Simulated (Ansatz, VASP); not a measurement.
Sc: VASP beside Ansatz

The input INCAR:

```
  PREC = Accurate
  ENCUT = 500
  EDIFF = 1E-6
  ISMEAR = -1
  SIGMA = 0.1
  LREAL = F
  LASPH = T
  NELM = 120
  ALGO = Normal
  ISIF = 2
  LWAVE = F
  LCHARG = T
  GGA = CA
  LELF = T
  LVHAR = T
  NBANDS = 18
  GGA_COMPAT = F
```

Contents of KPOINTS:

```
regular mesh
0
Gamma
  7 7 4
```

Contents of POSCAR:

```
Sc
1.0
    3.2269060027      0.0000000000      0.0000000000
   -1.6134530014      2.7945825740      0.0000000000
    0.0000000000      0.0000000000      5.0094253455
Sc
2
Direct
    0.3333333333      0.6666666667      0.2500000000
    0.6666666667      0.3333333333      0.7500000000
```

Input for Ansatz:

```yaml
crystal:
  lattice:
    - [3.2269060027, 0.0, 0.0]
    - [-1.6134530014, 2.794582574, 0.0]
    - [0.0, 0.0, 5.0094253455]
  atoms:
    - { symbol: Sc, position: [0.3333333333, 0.6666666667, 0.25] }
    - { symbol: Sc, position: [0.6666666667, 0.3333333333, 0.75] }
hamiltonian:
  xc: lda
  pseudopotentials:
    kind: paw
    azcp:
      Sc: "pseudopotentials/Sc.paw.azcp"
basis:
  ecutwfc: 420
  fft_grid_basis: typed
kpoints:
  mp_grid: { grid: [7, 7, 4], shift: [0, 0, 0] }
magnetization:
  spin_polarized: false
scf:
  occupations: { method: fermi_dirac, width: 0.1 }
  lower_state_search: "off"
output:
  stress: true
```

Alike in both runs: task single point; functional LDA; k mesh 7 × 7 × 4; occupations fermi-dirac, width 0.1 eV; no spin polarisation.

|  | VASP | Ansatz |
| --- | --- | --- |
| version | VASP 6.6.1 | Ansatz 0.2.0 |
| potentials or method | VASP PAW LDA potentials, release 64 (Sc_sv), cutoff 500 eV | plane waves (420 eV) with PAW, scalar-relativistic |
| valence electrons in the cell | 22 | 22 |

```tsv
	VASP	Ansatz	Ansatz less VASP
pressure (GPa)	0.1	0.0	-0.08
traceless stress, the component that is largest in VASP (GPa)	-0.13	-0.14	-0.002
```

Ansatz warns that its potentials were made for another functional, while VASP's fit it. LDA's correlation is that of Perdew and Zunger in VASP and of Perdew and Wang (1992) in Ansatz.
